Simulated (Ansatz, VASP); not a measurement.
# Two plane-wave programs on SiO2

```
Si O
1.0
    -2.46250    2.46250    3.64367
     2.46250   -2.46250    3.64367
     2.46250    2.46250   -3.64367
Si O
2 4
Direct
  0.00000 0.00000 0.00000
  0.75000 0.25000 0.50000
  0.97428 0.62500 0.84928
  0.37500 0.22428 0.34928
  0.77572 0.12500 0.15072
  0.87500 0.02572 0.65072
```

Alike in both runs: functional LDA; k mesh 8 × 8 × 8; occupations gaussian, width 0.02 eV; no spin polarisation.

Ansatz relaxed the structure, and its values are those at the end. VASP's run is a single point on that final structure, the one shown.

```csv
,VASP,Ansatz
version,VASP 6.6.1,Ansatz 0.2.0
potentials or method,"VASP PAW LDA potentials, release 64 (Si, O), cutoff 520 eV","scalar-relativistic, plane waves, PAW"
valence electrons in the cell,32,32
```

```csv
,VASP,Ansatz,Ansatz less VASP
gap on the k mesh at the Fermi level (eV),5.76,5.76,+0.001
least direct gap on the mesh (eV),5.76,5.76,+0.001
pressure (GPa),0.6,0.0,-0.56
rms of the force components (eV/Å),0.013,0.000,-0.0128
```

LDA's correlation is that of Perdew and Zunger in VASP and of Perdew and Wang (1992) in Ansatz.
